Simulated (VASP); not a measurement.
Runs of VASP 6.6.1 on BaBi2O3. The structure is that of space group P6/mmm (No. 191), or close to it. The cells are those of the table. 

```tsv
task	cell	k mesh	cutoff (eV)	gap on the mesh (eV)	pressure (GPa)	relaxed volume (Å³/atom)
single point	a = 6.166, b = 6.166, c = 3.542 Å, angles 90.0, 90.0, 120.0°, 6 atoms	6 × 6 × 6	520	none	0.3	-
relaxation of cell and atoms	relaxed from a = 6.166, b = 6.166, c = 3.542 Å, angles 90.0, 90.0, 120.0°, 6 atoms	6 × 6 × 10	600	none	0.0	19.51
single point	a = 5.559, b = 5.559, c = 2.901 Å, angles 90.0, 90.0, 120.0°, 6 atoms	6 × 6 × 6	520	none	92.1	-
relaxation of cell and atoms	relaxed from a = 5.559, b = 5.559, c = 2.901 Å, angles 90.0, 90.0, 120.0°, 6 atoms	6 × 6 × 6	600	none	0.0	(b)
single point	a = 6.159, b = 6.159, c = 3.551 Å, angles 90.0, 90.0, 120.0°, 6 atoms	6 × 6 × 10	520	none	(a)	-
```

Alike in all rows: level PBE; potentials or basis VASP PAW PBE potentials, release 64 (Ba_sv, Bi_d, O); no spin polarisation; smearing gaussian 0.1 eV.

Q: Fill in the values left out.

A: (a) 0.2; (b) 19.39.

Caveats: some runs use coarse meshes; spin-orbit coupling is left out, which moves the levels of the heavy elements; the volume moved by over 15 % at a fixed basis, so the end points are rough (some runs).

A k mesh can miss the band edges, and the runs leave out spin-orbit coupling on Ba, Bi.

A gap of «none» marks levels without a gap at the run's occupations.
